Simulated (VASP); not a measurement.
Crystal: TaN.

```
Ta N
1.0
     0.00000    2.13753    2.13753
     2.13753    0.00000    2.13753
     2.13753    2.13753    0.00000
Ta N
1 1
Direct
  0.49891 0.50109 0.50109
  0.01403 0.98597 0.98597
```

Base run:

- Program: VASP 6.6.1
- Functional: LDA
- Potentials or basis: VASP PAW LDA potentials, release 64 (Ta_sv_GW, N)
- Cutoff: 600 eV
- k mesh: 18 × 18 × 18
- Occupations: gaussian, width 0.15 eV
- Spin: no spin polarisation

Its results: band gap on the k mesh zero (band 9 reaches 16.98 eV, above the bottom of band 10 at 12.64 eV); pressure 23.9 GPa; largest force 0.778 eV/Å.

The run is repeated on the same cell with these changes: potentials or basis from VASP PAW LDA potentials, release 64 (Ta_sv_GW, N) to VASP PAW LDA potentials, release 64 (Ta_pv, N); cutoff from 600 eV to 520 eV; further incar settings from ALGO = Normal; EDIFF = 1e-06; NBANDS = 16 to ALGO = Normal; EDIFF = 1e-07; NBANDS = 15; valence electrons from 18 to 16. What comes out?

Band gap on the k mesh zero (band 8 reaches 12.53 eV, above the bottom of band 9 at 8.19 eV); pressure 24.9 GPa; largest force 0.778 eV/Å.

Caveats: spin-orbit coupling is left out, which moves the levels of the heavy elements.
